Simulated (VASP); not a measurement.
# SnO2 in VASP: further runs, part 2 of 2

VASP 6.6.1. Earlier steps stand in the parts before.

**4. Single point, r2SCAN (shear xy strain -1.1%)**

The input, POSCAR:

```
SnO2
1.0
   -0.0138073950      2.5334669704      2.5334669704
    2.5334669704     -0.0138073950      2.5334669704
    2.5196595754      2.5196595754      0.0000000000
Sn O
1 2
Direct
    0.0000000000      0.0000000000      0.0000000000
    0.2502981892      0.2502981892      0.2497018108
    0.7497018108      0.7497018108      0.7502981892
```

The input, INCAR.step1:

```
PREC     = Accurate       # precision mode
ENCUT    = 520            # plane-wave cutoff, eV
ISMEAR   = 0              # smearing method
SIGMA    = 0.01           # smearing width, eV
LREAL    = F              # projectors in reciprocal space
LASPH    = T              # aspherical terms in the spheres
NELM     = 80             # most SCF steps
NBANDS   = 20             # bands
GGA      = PE             # functional
ALGO     = Normal         # electronic algorithm
EDIFF    = 1E-4           # SCF threshold, eV
LWAVE    = T              # write WAVECAR
LCHARG   = F              # write CHGCAR
```

The input, INCAR.step2:

```
PREC     = Accurate       # precision mode
ENCUT    = 520            # plane-wave cutoff, eV
EDIFF    = 1E-7           # SCF threshold, eV
ISMEAR   = 0              # smearing method
SIGMA    = 0.01           # smearing width, eV
LREAL    = F              # projectors in reciprocal space
LASPH    = T              # aspherical terms in the spheres
NELM     = 80             # most SCF steps
ALGO     = Normal         # electronic algorithm
ISIF     = 2              # what is computed and relaxed
LWAVE    = F              # write WAVECAR
LCHARG   = F              # write CHGCAR
METAGGA  = R2SCAN         # meta-GGA
LMIXTAU  = T            
NBANDS   = 20             # bands
ISTART   = 1
```

The input, KPOINTS:

```
Automatic mesh
0
Gamma
  8 8 8
```

Potentials or basis: VASP PAW PBE potentials, release 64 (Sn_d, O).

On the command line:

```bash
> cat potpaw_PBE.64/Sn_d/POTCAR potpaw_PBE.64/O/POTCAR > POTCAR
> cp INCAR.step1 INCAR
> mpirun -np 1 vasp_std > vasp.out
> cp INCAR.step2 INCAR
> mpirun -np 1 vasp_std > vasp.out
```

OUTCAR:

```text
PREC = Accurate
   ENCUT = 520
   EDIFF = 1E-7
   ISMEAR = 0
   LREAL = F
   LASPH = T
   NELM = 80
   ISIF = 2
   METAGGA = R2SCAN
   ISTART = 1

 ion  position               nearest neighbor table
   1  0.000  0.000  0.000-   3 2.19   2 2.19   3 2.19   2 2.19   3 2.20   3 2.20   2 2.20   2 2.20

   2  0.250  0.250  0.250-   1 2.19   1 2.19   1 2.20   1 2.20
   3  0.750  0.750  0.750-   1 2.19   1 2.19   1 2.20   1 2.20

  LATTYP: Found a body centered orthorhombic cell.
 ALAT       =     3.5633367441
[... 747 lines left out ...]

  FORCE on cell =-STRESS in cart. coord.  units (eV):
  Direction    XX          YY          ZZ          XY          YZ          ZX
  --------------------------------------------------------------------------------------
  -------------------------------------------------------------------------------------
  Total        0.2837357      0.2837357      0.2825045      0.0448896      0.0000000      0.0000000
  in kB       13.9785368     13.9785368     13.9178822      2.2115341      0.0000000      0.0000000
  external PRESSURE =      13.9583186 kB  Pullay stress =       0.0000000 kB

 VOLUME and BASIS-vectors are now :
 -----------------------------------------------------------------------------
  energy-cutoff  :      520.00
  volume of cell :       32.52
      direct lattice vectors                 reciprocal lattice vectors
    -0.013807395  2.533466970  2.533466970    -0.196288239  0.196288239  0.197358010
     2.533466970 -0.013807395  2.533466970     0.196288239 -0.196288239  0.197358010
     2.519659575  2.519659575  0.000000000     0.198439505  0.198439505 -0.197358010

 POSITION                                       TOTAL-FORCE (eV/Angst)
 -----------------------------------------------------------------------------------
      0.00000      0.00000      0.00000         0.000000     -0.000000     -0.000000
      1.25983      1.25983      1.26824         0.000000      0.000000      0.004283
      3.77949      3.77949      3.79869        -0.000000     -0.000000     -0.004283
 -----------------------------------------------------------------------------------
    total drift:                                0.000000      0.000000      0.000000

  FREE ENERGIE OF THE ION-ELECTRON SYSTEM (eV)
  ---------------------------------------------------
  free  energy   TOTEN  =       -41.4812038531 eV

  energy  without entropy=      -41.4812038531  energy(sigma->0) =      -41.48120385
```

OSZICAR.step1:

```text
N       E                     dE             d eps       ncg     rms          rms(c)
DAV:   1     0.237376241234E+03    0.23738E+03   -0.13560E+04  4156   0.204E+03
DAV:   2     0.358597944698E+01   -0.23379E+03   -0.22195E+03  4052   0.492E+02
DAV:   3    -0.204408670927E+02   -0.24027E+02   -0.23766E+02  4352   0.133E+02
DAV:   4    -0.210583400258E+02   -0.61747E+00   -0.61694E+00  4300   0.220E+01
DAV:   5    -0.210721585475E+02   -0.13819E-01   -0.13818E-01  4764   0.342E+00    0.110E+01
DAV:   6    -0.178553912933E+02    0.32168E+01   -0.10998E+01  5772   0.569E+01    0.392E+00
DAV:   7    -0.178811428964E+02   -0.25752E-01   -0.67820E-01  4168   0.589E+00    0.196E+00
DAV:   8    -0.178679396286E+02    0.13203E-01   -0.64310E-02  4324   0.257E+00    0.365E-01
DAV:   9    -0.178660577243E+02    0.18819E-02   -0.10946E-02  5588   0.164E+00    0.828E-02
DAV:  10    -0.178665724856E+02   -0.51476E-03   -0.13270E-03  4220   0.369E-01    0.195E-02
DAV:  11    -0.178665760481E+02   -0.35625E-05   -0.34345E-05  3504   0.965E-02
   1 F= -.17866576E+02 E0= -.17866576E+02  d E =-.929213E-32
```

Run time: 7 min. Hardware: 1 thread of Intel Xeon 8259CL, shared host; peak memory 0.21 GiB.

What came out:

* Free energy: -41.4812 eV
* Pressure: 1.4 GPa
* Largest force: 0.004 eV/Å
* Band gap on the k mesh: 0.86 eV (least direct gap 2.26 eV)

Forces in eV/Å, atoms in the order of the input:
```
Sn   0.000  0.000  0.000
O    0.000  0.000  0.004
O    0.000  0.000 -0.004
```

Caveat: the cell differs from its parent crystal (shear xy strain -1.1%); the PAW data sets were made with another functional, which shifts forces and pressure a little; spin-orbit coupling is left out, which moves the levels of the heavy elements. A k mesh can miss the band edges.

**5. Overview**

| cell | smearing | gap on the mesh (eV) | pressure (GPa) |
| --- | --- | --- | --- |
| a = 3.583, b = 3.660, c = 3.660 Å, angles 58.6, 60.7, 60.7°, 3 atoms | fermi-dirac 0.02 eV | 0.19 | -7.3 |
| a = 3.666 Å, angles 58.5°, 3 atoms | fermi-dirac 0.02 eV | 0.53 | -5.7 |
| a = 3.583, b = 3.583, c = 3.563 Å, angles 60.2, 60.2, 60.4°, 3 atoms | gaussian 0.01 eV | 0.86 | 1.4 |

Alike in all rows: task single point; level r2SCAN; potentials or basis VASP PAW PBE potentials, release 64 (Sn_d, O); no spin polarisation; k mesh 8 × 8 × 8; cutoff (eV) 520.

Caveats: the PAW data sets were made with another functional, which shifts forces and pressure a little; spin-orbit coupling is left out, which moves the levels of the heavy elements; the cell stands under tension (at least some runs).

Absolute energies hang on the potentials; compare differences alone.
